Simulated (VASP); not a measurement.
A run of VASP 6.6.1:

INCAR

```
  PREC = Accurate
  ENCUT = 520
  EDIFF = 1E-7
  ISMEAR = -1
  SIGMA = 0.1
  LREAL = False
  LASPH = True
  NELM = 100
  ALGO = Normal
  ISIF = 2
  LWAVE = False
  LCHARG = True
  GGA = PE
  LELF = True
  LVHAR = True
  NBANDS = 38
  NELECT = 55.0
```

Contents of KPOINTS:

```
Automatic mesh
0
Gamma
  3 3 4
```

Contents of POSCAR:

```
CaS3
1.0
    6.3572937454      0.0000000000      0.0000000000
    0.0000000000      6.3572937454      0.0000000000
    0.0000000000      0.0000000000      5.6407859664
S Ca
6 2
Direct
    0.2500000000      0.2500000000      0.1694288933
    0.7500000000      0.7500000000      0.8305711067
    0.0000000000      0.0000000000      0.0000000000
    0.5000000000      0.0000000000      0.0000000000
    0.5000000000      0.5000000000      0.0000000000
    0.0000000000      0.5000000000      0.0000000000
    0.2500000000      0.2500000000      0.6911033102
    0.7500000000      0.7500000000      0.3088966898
```

Potentials or basis: VASP PAW PBE potentials, release 64 (S, Ca_sv).

Run with:

```bash
$ cat potpaw_PBE.64/S/POTCAR potpaw_PBE.64/Ca_sv/POTCAR > POTCAR
$ mpirun -np 1 vasp_std > vasp.out
```

Hardware: 1 thread of AMD EPYC 7R43 64-Core Processor (Zen 3) (shared host).

Task: How long does it take, and how much memory?

Result: Run time: 2.6 min on 1 thread of AMD EPYC 7R43 64-Core Processor (Zen 3), with other jobs on the host, peak memory 0.27 GiB. Counts: scf iterations 17, k points 9.
